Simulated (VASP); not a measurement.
# LiH in VASP: further runs

Runs on LiH. Level: PBE. Tasks: single point, relaxation of cell and atoms.

All numbers are computed with VASP 6.6.1; they aren't measurements. Logs are shortened: lines on timing, memory, paths and dates and some standing lists are left out, and cuts for length are marked.

## Step 1: The cell of the first run

Symmetry: R-3m, No. 166, trigonal system. The conventional cell has a = 2.804 Å, b = 2.804 Å, c = 28.554 Å, α = 90.00°, β = 90.00°, γ = 120.00°. Li (site symmetry -3m) has 6 H at 2.03 Å and 8 Li at 2.45 to 2.80 Å within 2.9 Å. Li (site symmetry -3m) has 6 H at 1.99 Å within 2.6 Å. Within 2.6 Å of Li (site symmetry 3m) lie 6 H at 1.99 to 2.03 Å and 1 Li at 2.45 Å. Within 2.6 Å of H (site symmetry 3m) lie 6 Li at 1.99 Å. H (site symmetry 3m) has 6 Li at 2.03 Å and 12 H at 2.80 to 2.93 Å within 3.0 Å.

The cell was generated, and may not be a known phase.

## Step 2: Single point, PBE

The input, INCAR:

```
  ALGO = Normal
  EDIFF = 1E-6
  ENCUT = 520
  GGA = PE
  ISIF = 2
  ISMEAR = 0
  LASPH = T
  LCHARG = F
  LREAL = F
  LWAVE = F
  NBANDS = 18
  NELM = 80
  PREC = Accurate
  SIGMA = 0.1
```

The input, KPOINTS:

```
k-points
0
Gamma
  12 12 12
```

The input, POSCAR:

```
LiH
1.0
    1.4020748888      0.8094883145      9.5178772948
   -1.4020748888      0.8094883145      9.5178772948
    0.0000000000     -1.6189766289      9.5178772948
Li H
4 4
Direct
    0.0000000000      0.0000000000      0.0000000000
    0.5000000000      0.5000000000      0.5000000000
    0.9142463531      0.9142463531      0.9142463531
    0.0857536469      0.0857536469      0.0857536469
    0.7928440486      0.7928440486      0.7928440486
    0.2071559514      0.2071559514      0.2071559514
    0.6238291055      0.6238291055      0.6238291055
    0.3761708945      0.3761708945      0.3761708945
```

Potentials or basis: VASP PAW PBE potentials, release 64 (Li_sv, H).

Launch:

```bash
cat potpaw_PBE.64/Li_sv/POTCAR potpaw_PBE.64/H/POTCAR > POTCAR
mpirun -np 1 vasp_std > vasp.out
```

OUTCAR:

```text
EDIFF = 1E-6
   ENCUT = 520
   GGA = PE
   ISIF = 2
   ISMEAR = 0
   LASPH = T
   LREAL = F
   NELM = 80
   PREC = Accurate

 ion  position               nearest neighbor table
   1  0.000  0.000  0.000-   3 2.45   4 2.45
   2  0.500  0.500  0.500-
   3  0.914  0.914  0.914-   1 2.45
   4  0.086  0.086  0.086-   1 2.45
   5  0.793  0.793  0.793-
   6  0.207  0.207  0.207-
   7  0.624  0.624  0.624-
   8  0.376  0.376  0.376-

  LATTYP: Found a trigonal (rhomboedric) cell.
 ALAT       =     9.6545882110
 COS(alpha) =     0.9578201619

  Lattice vectors:

 A1 = (   1.4020748888,   0.8094883145,   9.5178772948)
 A2 = (  -1.4020748888,   0.8094883145,   9.5178772948)
 A3 = (   0.0000000000,  -1.6189766289,   9.5178772948)

Analysis of symmetry for initial positions (statically):
=====================================================================
 Subroutine PRICEL returns:
 Original cell was already a primitive cell.

 Routine SETGRP: Setting up the symmetry group for a
 trigonal (rhombohedral) supercell.

 Subroutine GETGRP returns: Found 12 space group operations
 (whereof 12 operations were pure point group operations)
 out of a pool of 12 trial point group operations.

The static configuration has the point symmetry D_3d.

Analysis of symmetry for dynamics (positions and initial velocities):
=====================================================================
 Subroutine PRICEL returns:
 Original cell was already a primitive cell.

 Routine SETGRP: Setting up the symmetry group for a
 trigonal (rhombohedral) supercell.

 Subroutine GETGRP returns: Found 12 space group operations
 (whereof 12 operations were pure point group operations)
 out of a pool of 12 trial point group operations.

The dynamic configuration has the point symmetry D_3d.

 Subroutine INISYM returns: Found 12 space group operations
 (whereof 12 operations are pure point group operations),
 and found     1 'primitive' translations

----------------------------------------------------------------------------------------

                                     Primitive cell

[... 102 lines left out ...]
   EDIFF  = 0.1E-05   stopping-criterion for ELM
   LREAL  =      F    real-space projection
   EDIFFG = 0.1E-04   stopping-criterion for IOM
   NSW    =      0    number of steps for IOM
   IBRION =     -1    ionic relax: 0-MD 1-quasi-New 2-CG
   NFREE  =      0    steps in history (QN), initial steepest desc. (CG)
   ISIF   =      2    stress and relaxation
   ISYM   =      2    0-nonsym 1-usesym 2-fastsym
   POTIM  = 0.5000    time-step for ionic-motion
   TEBEG  =    0.0;   TEEND  =   0.0 temperature during run
   PSTRESS=    0.0 pullay stress
   NELECT =      16.0000    total number of electrons
   NUPDOWN=      -1.0000    fix difference up-down
   EMIN   =  10.00;   EMAX   =-10.00  energy-range for DOS
   EFERMI =   0.00;   METHOD = LEGACY
   ISMEAR =     0;   SIGMA  =   0.10  broadening in eV -4-tet -1-fermi 0-gaus
   EFERMI_NEDOS =   21; number of points for ismear=-14 and -15
   IALGO  =     38    algorithm
   IMIX   =      4    mixing-type and parameters
     AMIX     =   0.40;   BMIX     =  1.00
     AMIX_MAG =   1.60;   BMIX_MAG =  1.00
  volume/ion in A,a.u.               =       8.10        54.67
  Fermi-wavevector in a.u.,A,eV,Ry     =   1.026968  1.940689 14.349578  1.054664
  Thomas-Fermi vector in A             =   2.160889
   LORBIT       =      0    0 simple, 1 ext, 2 COOP (PROOUT), +10 PAW based schemes
   GGA     = PE    functional components
   LHFCALC =     F    Hartree Fock is set to
   AEXX    =    0.0000 exact exchange contribution
   IVDW    =     0    specifies the selected vdW correction
   LEPSILON=     F    determine dielectric tensor
   LRPA    =     F    only Hartree local field effects (RPA)
 non-spin polarized calculation
 Gauss-broadening in eV      SIGMA  =   0.10
  energy-cutoff  :      520.00
  volume of cell :       64.81
 maximum number of plane-waves:      1766
   NGX = 35   NGY = 35   NGZ = 35

 number of electron      15.9999981 magnetization

 Free energy of the ion-electron system (eV)
  ---------------------------------------------------
  ext. energy  EPLUGINS =         0.00000000
  ---------------------------------------------------
  free energy    TOTEN  =       -24.29374923 eV

  energy without entropy =      -24.29374923  energy(sigma->0) =      -24.29374923

 E-fermi :   0.4621     XC(G=0):  -8.4868

 val. band max:        0.0125703525   @ k =   0.5000   0.5000   0.0000
 cond. band min:       3.6323137211   @ k =   0.5000  -0.0000   0.0000
 fundamental gap:      3.6197433686
 Fermi energy:         0.4621392388

 k-point     1 :       0.0000    0.0000    0.0000
  band No.  band energies     occupation
      1     -44.3502      2.00000
      2     -44.2926      2.00000
      3     -44.2891      2.00000
      4     -44.2379      2.00000
      5      -5.3579      2.00000
      6      -4.3550      2.00000
[... 481 lines left out ...]
      5      -1.9859      2.00000
      6      -1.7511      2.00000
[... 10 lines left out ...]
     17      10.1527      0.00000
     18      11.6620      0.00000

 [... further k-points ...]

------------------------ aborting loop because EDIFF is reached ----------------------------------------

  FORCE on cell =-STRESS in cart. coord.  units (eV):
  Direction    XX          YY          ZZ          XY          YZ          ZX
  --------------------------------------------------------------------------------------
  -------------------------------------------------------------------------------------
  Total       -0.0605268     -0.0605268     -0.0650703      0.0000000     -0.0000000      0.0000000
  in kB       -1.4961838     -1.4961838     -1.6084967      0.0000000     -0.0000000      0.0000000
  external PRESSURE =      -1.5336215 kB  Pullay stress =       0.0000000 kB

 VOLUME and BASIS-vectors are now :
 -----------------------------------------------------------------------------
  energy-cutoff  :      520.00
  volume of cell :       64.81
      direct lattice vectors                 reciprocal lattice vectors
     1.402074889  0.809488315  9.517877295     0.356614332  0.205891381  0.035021815
    -1.402074889  0.809488315  9.517877295    -0.356614332  0.205891381  0.035021815
     0.000000000 -1.618976629  9.517877295     0.000000000 -0.411782761  0.035021815

 POSITION                                       TOTAL-FORCE (eV/Angst)
 -----------------------------------------------------------------------------------
      0.00000      0.00000      0.00000         0.000000     -0.000000      0.000000
      0.00000      0.00000     14.27682         0.000000     -0.000000      0.000000
      0.00000      0.00000     26.10505         0.000000     -0.000000     -0.000369
      0.00000      0.00000      2.44858         0.000000      0.000000      0.000369
      0.00000      0.00000     22.63858         0.000000      0.000000      0.000269
      0.00000      0.00000      5.91505         0.000000     -0.000000     -0.000269
      0.00000      0.00000     17.81259         0.000000     -0.000000     -0.000540
      0.00000      0.00000     10.74105         0.000000      0.000000      0.000540
 -----------------------------------------------------------------------------------
    total drift:                               -0.000000     -0.000000      0.000000

  FREE ENERGIE OF THE ION-ELECTRON SYSTEM (eV)
  ---------------------------------------------------
  free  energy   TOTEN  =       -24.2937492286 eV

  energy  without entropy=      -24.2937492286  energy(sigma->0) =      -24.29374923
```

OSZICAR:

```text
N       E                     dE             d eps       ncg     rms          rms(c)
DAV:   1     0.548703456954E+02    0.54870E+02   -0.59556E+03  6812   0.896E+02
DAV:   2    -0.138458237771E+02   -0.68716E+02   -0.65175E+02  8360   0.215E+02
DAV:   3    -0.250800485669E+02   -0.11234E+02   -0.11122E+02 13132   0.491E+01
DAV:   4    -0.252674088473E+02   -0.18736E+00   -0.18727E+00  8716   0.107E+01
DAV:   5    -0.252711067298E+02   -0.36979E-02   -0.36975E-02 10356   0.117E+00    0.575E+00
DAV:   6    -0.245289960883E+02    0.74211E+00   -0.27154E-01  8702   0.240E+00    0.292E+00
DAV:   7    -0.242810604616E+02    0.24794E+00   -0.48282E-01  9282   0.325E+00    0.436E-01
DAV:   8    -0.242942499905E+02   -0.13190E-01   -0.64903E-02  9840   0.147E+00    0.182E-01
DAV:   9    -0.242937130556E+02    0.53693E-03   -0.15465E-03  9308   0.243E-01    0.816E-02
DAV:  10    -0.242937505449E+02   -0.37489E-04   -0.35575E-04  9048   0.108E-01    0.278E-02
DAV:  11    -0.242937490089E+02    0.15360E-05   -0.20872E-05  9132   0.322E-02    0.593E-03
DAV:  12    -0.242937501247E+02   -0.11158E-05   -0.17445E-06  8518   0.997E-03    0.371E-03
DAV:  13    -0.242937490841E+02    0.10406E-05   -0.37256E-07  4532   0.528E-03    0.450E-04
DAV:  14    -0.242937492286E+02   -0.14452E-06   -0.59278E-08  4184   0.191E-03
   1 F= -.24293749E+02 E0= -.24293749E+02  d E =-.230574E-12
```

Run time: 27 min. Hardware: 1 thread of Intel Xeon Platinum 8259CL at 2.50GHz (Skylake/Cascade Lake), shared host; peak memory 0.76 GiB.

What came out:

```yaml
Free_energy: -24.2937 eV
Band_gap_on_the_k_mesh: 3.62 eV (least direct gap 3.70 eV)
```

Caveat: the cutoff is under 1.25 times the usual one of these potentials, so pressure, stress and relaxed cells hold a basis-set (Pulay) error.

(Part 1 of 2 ends here.)
